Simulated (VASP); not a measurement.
CaO:

```xyz
2
Lattice="0.0000 2.3711 2.3711 2.3711 0.0000 2.3711 2.3711 2.3711 0.0000" Properties=species:S:1:pos:R:3 pbc="T T T"
Ca    0.0000    0.0000    0.0000
O     2.3711    2.3711    2.3711
```

Base run:

| Property | Result |
| --- | --- |
| Program | VASP 6.6.1 |
| Functional | PBE |
| Potentials or basis | VASP PAW PBE potentials, release 64 (Ca_sv, O) |
| Cutoff | 520 eV |
| k mesh | 10 × 10 × 10 |
| Occupations | fermi-dirac, width 0.05 eV |
| Spin | no spin polarisation |

Its results: band gap on the k mesh 3.62 eV (least direct gap 3.98 eV); pressure 7.3 GPa.

Q: The run is repeated on the same cell with these changes: functional from PBE to BLYP. What comes out?

A: Band gap on the k mesh 3.72 eV (least direct gap 4.07 eV); pressure 10.4 GPa.

BLYP binds less tightly than PBE, so the same cell stands under more pressure.

Caveats: the cell stands under pressure; the PAW data sets were made with another functional, which shifts forces and pressure a little (at least some runs).

A k mesh can miss the band edges.
